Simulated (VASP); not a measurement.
# Al12Pt in VASP: relaxation of the atoms with PBE

Aim: the relaxation of the atoms of Al12Pt with PBE.

Everything below comes from runs of VASP 6.6.1. Logs are shortened: lines on timing, memory, paths and dates and some standing lists are left out, and cuts for length are marked.

## 1. The cell of the first run

The cell holds a slab with vacuum, 13 atoms: a = 5.714 Å, b = 5.714 Å, c = 20.101 Å, α = 90.00°, β = 90.00°, γ = 120.00°.

## 2. Relaxation of the atoms, PBE

The input, INCAR:

```
SYSTEM = Al12Pt
PREC     = Accurate       ! precision mode
ENCUT    = 450            ! plane-wave cutoff, eV
EDIFF    = 1E-7           ! SCF threshold, eV
ISMEAR   = 0              ! smearing method
SIGMA    = 0.1            ! smearing width, eV
LREAL    = .False.        ! projectors in reciprocal space
LASPH    = .True.         ! aspherical terms in the spheres
NELM     = 120            ! most SCF steps
ALGO     = Normal         ! electronic algorithm
ISIF     = 2              ! what is computed and relaxed
LWAVE    = .False.        ! write WAVECAR
LCHARG   = .False.        ! write CHGCAR
LDIPOL   = .True.       
IDIPOL   = 3            
DIPOL    = 0.5 0.5 0.328
GGA      = PE             ! functional
IBRION   = 2              ! ionic algorithm
NSW      = 36             ! ionic steps
EDIFFG   = -0.025         ! ionic threshold
GGA_COMPAT= .False.      
NELMIN   = 4            
NELMDL   = -8
```

The input, KPOINTS:

```
Automatic mesh
0
Gamma
  6 6 1
  0 0 0
```

The input, POSCAR:

```
Al12Pt
1.0
    5.7135165837      0.0000000000      0.0000000000
   -2.8567582918      4.9480505064      0.0000000000
    0.0000000000      0.0000000000     20.1013782055
Al Pt
12 1
Selective dynamics
Direct
    0.3333333333      0.1666666667      0.1989913308  F F F
    0.3333333333      0.6666666667      0.1989913308  F F F
    0.8333333333      0.1666666667      0.1989913308  F F F
    0.8333333333      0.6666666667      0.1989913308  F F F
    0.1666666667      0.3333333333      0.3134471548  F F F
    0.1666666667      0.8333333333      0.3134471548  F F F
    0.6666666667      0.3333333333      0.3134471548  F F F
    0.6666666667      0.8333333333      0.3134471548  F F F
    0.0000000000      0.0000000000      0.4278999240  F F F
    0.0000000000      0.5000000000      0.4278999240  F F F
    0.5000000000      0.0000000000      0.4278999240  F F F
    0.5000000000      0.5000000000      0.4278999240  F F F
    0.3333333333      0.1666666667      0.5045596314  F F T
```

Potentials or basis: VASP PAW PBE potentials, release 64 (Al, Pt).

Launch:

```console
> cat potpaw_PBE.64/Al/POTCAR potpaw_PBE.64/Pt/POTCAR > POTCAR
> mpirun -np 1 vasp_std > vasp.out
```

OUTCAR:

```text
SYSTEM = Al12Pt
   PREC = Accurate
   ENCUT = 450
   EDIFF = 1E-7
   ISMEAR = 0
   LREAL = .False.
   LASPH = .True.
   NELM = 120
   ISIF = 2
   GGA = PE
   IBRION = 2
   NSW = 36
   EDIFFG = -0.025
   NELMIN = 4
   NELMDL = -8

 ion  position               nearest neighbor table
   1  0.333  0.167  0.199-   5 2.83   6 2.83   7 2.83   2 2.86   2 2.86   3 2.86   3 2.86   4 2.86
                             4 2.86
   2  0.333  0.667  0.199-   6 2.83   5 2.83   8 2.83   1 2.86   1 2.86   4 2.86   4 2.86   3 2.86
                             3 2.86
   3  0.833  0.167  0.199-   7 2.83   8 2.83   5 2.83   4 2.86   4 2.86   1 2.86   1 2.86   2 2.86
                             2 2.86
   4  0.833  0.667  0.199-   8 2.83   7 2.83   6 2.83   3 2.86   3 2.86   2 2.86   2 2.86   1 2.86
                             1 2.86
   5  0.167  0.333  0.313-   9 2.83  12 2.83  10 2.83   1 2.83   2 2.83   3 2.83   6 2.86   6 2.86
                             7 2.86   7 2.86   8 2.86   8 2.86
   6  0.167  0.833  0.313-  10 2.83  11 2.83   9 2.83   2 2.83   1 2.83   4 2.83   5 2.86   5 2.86
                             8 2.86   8 2.86   7 2.86   7 2.86
   7  0.667  0.333  0.313-  11 2.83  10 2.83  12 2.83   3 2.83   4 2.83   1 2.83   8 2.86   8 2.86
                             5 2.86   5 2.86   6 2.86   6 2.86
   8  0.667  0.833  0.313-  12 2.83   9 2.83  11 2.83   4 2.83   3 2.83   2 2.83   7 2.86   7 2.86
                             6 2.86   6 2.86   5 2.86   5 2.86
   9  0.000  0.000  0.428-  13 2.26   5 2.83   8 2.83   6 2.83  10 2.86  10 2.86  11 2.86  11 2.86
                            12 2.86  12 2.86
  10  0.000  0.500  0.428-   6 2.83   7 2.83   5 2.83   9 2.86   9 2.86  12 2.86  12 2.86  11 2.86
                            11 2.86
  11  0.500  0.000  0.428-  13 2.26   7 2.83   6 2.83   8 2.83  12 2.86  12 2.86   9 2.86   9 2.86
                            10 2.86  10 2.86
  12  0.500  0.500  0.428-  13 2.26   8 2.83   5 2.83   7 2.83  11 2.86  11 2.86  10 2.86  10 2.86
                             9 2.86   9 2.86
  13  0.333  0.167  0.505-  12 2.26   9 2.26  11 2.26

  LATTYP: Found a hexagonal cell.
 ALAT       =     5.7135165837
 C/A-ratio  =     3.5182147301

  Lattice vectors:

 A1 = (   5.7135165837,   0.0000000000,   0.0000000000)
 A2 = (  -2.8567582918,   4.9480505064,   0.0000000000)
 A3 = (   0.0000000000,   0.0000000000,  20.1013782055)

Analysis of symmetry for initial positions (statically):
=====================================================================
 Subroutine PRICEL returns:
 Original cell was already a primitive cell.

 Routine SETGRP: Setting up the symmetry group for a
 hexagonal supercell.

 Subroutine GETGRP returns: Found  6 space group operations
[... 168 lines left out ...]
   LRPA    =     F    only Hartree local field effects (RPA)
 conjugate gradient relaxation of ions
 non-spin polarized calculation
 Gauss-broadening in eV      SIGMA  =   0.10
  energy-cutoff  :      450.00
  volume of cell :      568.28
 maximum number of plane-waves:     12339
 NGX is ok and might be reduce to    40
   NGX = 19   NGY = 19   NGZ = 69

--------------------------------------- Ionic step        1  -------------------------------------------

 number of electron      46.0000000 magnetization

 Free energy of the ion-electron system (eV)
  ---------------------------------------------------
  ext. energy  EPLUGINS =         0.00000000
  ---------------------------------------------------
  free energy    TOTEN  =       -48.33924234 eV

  energy without entropy =      -48.30237894  energy(sigma->0) =      -48.32081064

------------------------ aborting loop because EDIFF is reached ----------------------------------------

  FORCE on cell =-STRESS in cart. coord.  units (eV):
  Direction    XX          YY          ZZ          XY          YZ          ZX
  --------------------------------------------------------------------------------------
  -------------------------------------------------------------------------------------
  Total        1.7423667      1.7423667      5.0395556      0.0000000     -0.0000000      0.0000000
  in kB        4.9123206      4.9123206     14.2082101      0.0000000     -0.0000000      0.0000000
  external PRESSURE =       8.0109504 kB  Pullay stress =       0.0000000 kB
[... 28 lines left out ...]
  FREE ENERGIE OF THE ION-ELECTRON SYSTEM (eV)
  ---------------------------------------------------
  free  energy   TOTEN  =       -48.3392423407 eV

  energy  without entropy=      -48.3023789357  energy(sigma->0) =      -48.32081064

 dipolmoment           0.000000      0.000000     -0.026828 electrons x Angstroem

--------------------------------------- Ionic step        2  -------------------------------------------

 number of electron      46.0000001 magnetization

------------------------ aborting loop because EDIFF is reached ----------------------------------------
[... 42 lines left out ...]
--------------------------------------- Ionic step        3  -------------------------------------------

 number of electron      46.0000000 magnetization

 dipolmoment           0.000000      0.000000      0.013715 electrons x Angstroem

 Free energy of the ion-electron system (eV)
  ---------------------------------------------------
  ext. energy  EPLUGINS =         0.00000000
  ---------------------------------------------------
  free energy    TOTEN  =       -48.59181757 eV

  energy without entropy =      -48.56267416  energy(sigma->0) =      -48.57724586

 E-fermi :   0.5376     XC(G=0):  -4.8623

 val. band max:        0.5259807185   @ k =   0.3333  -0.0000   0.0000
 cond. band min:       0.6099564369   @ k =   0.3333   0.1667   0.0000
 fundamental gap:      0.0839757185
 Fermi energy:         0.5376158003

 k-point     1 :       0.0000    0.0000    0.0000
  band No.  band energies     occupation
      1     -10.0742      2.00000
      2      -8.4703      2.00000
      3      -5.9707      2.00000
      4      -4.4560      2.00000
      5      -4.4110      2.00000
      6      -4.4110      2.00000
[... 220 lines left out ...]
     29       2.8297      0.00000
     30       3.2390      0.00000

------------------------ aborting loop because EDIFF is reached ----------------------------------------

 vacuum level on the upper side and lower side of the slab       (xc-potential included)        -0.106        -0.160

  FORCE on cell =-STRESS in cart. coord.  units (eV):
  Direction    XX          YY          ZZ          XY          YZ          ZX
  --------------------------------------------------------------------------------------
  -------------------------------------------------------------------------------------
  Total       -1.2452787     -1.2452787      0.4913043     -0.0000000     -0.0000000      0.0000000
  in kB       -3.5108614     -3.5108614      1.3851528     -0.0000000     -0.0000000      0.0000000
  external PRESSURE =      -1.8788566 kB  Pullay stress =       0.0000000 kB
[... 28 lines left out ...]
  FREE ENERGIE OF THE ION-ELECTRON SYSTEM (eV)
  ---------------------------------------------------
  free  energy   TOTEN  =       -48.5918175679 eV

  energy  without entropy=      -48.5626741566  energy(sigma->0) =      -48.57724586

 reached required accuracy - stopping structural energy minimisation

 vacuum level on the upper side and lower side of the slab         4.527         4.472
```

Wall time 5.7 min (1 thread of AMD EPYC 9R14 (Zen 4), shared host); peak memory 0.55 GiB.

Results:

```
Free energy               : -48.5918 eV
Energy gained by relaxing : 19.4 meV/atom
Ionic steps               : 3
Band gap on the k mesh    : zero (bands 23 and 24 overlap by 0.81 eV)
```

The path:
| step | energy change (eV) | largest force on free atoms (eV/Å) | pressure (GPa) |
| --- | --- | --- | --- |
| 1 | 0.0000 | 3.0729 | 0.80 |
| 2 | -0.2472 | 0.4006 | -0.06 |
| 3 | -0.2526 | 0.0032 | -0.19 |

Final structure:
```
Al Pt
1.0
     5.71352    0.00000    0.00000
    -2.85676    4.94805    0.00000
     0.00000    0.00000   20.10138
Al Pt
12 1
Direct
  0.33333 0.16667 0.19899
  0.33333 0.66667 0.19899
  0.83333 0.16667 0.19899
  0.83333 0.66667 0.19899
  0.16667 0.33333 0.31345
  0.16667 0.83333 0.31345
  0.66667 0.33333 0.31345
  0.66667 0.83333 0.31345
  0.00000 0.00000 0.42790
  0.00000 0.50000 0.42790
  0.50000 0.00000 0.42790
  0.50000 0.50000 0.42790
  0.33333 0.16667 0.51329
```

Levels at points of the mesh, in eV from the Fermi level:
```tsv
k point	band 19	band 20	band 21	band 22	band 23	band 24	band 25	band 26	band 27	band 28
(0.00, 0.00, 0.00)	-2.18	-2.18	-2.04	-0.95	-0.15	-0.07	-0.07	0.21	0.21	0.29
(0.50, 0.00, 0.00)	-1.39	-0.48	-0.45	-0.19	-0.16	0.49	1.04	1.16	1.30	1.54
```

Caveat: spin-orbit coupling is left out, which moves the levels of the heavy elements.

The gap in the log of VASP goes by the Fermi energy; the results here count the filled bands.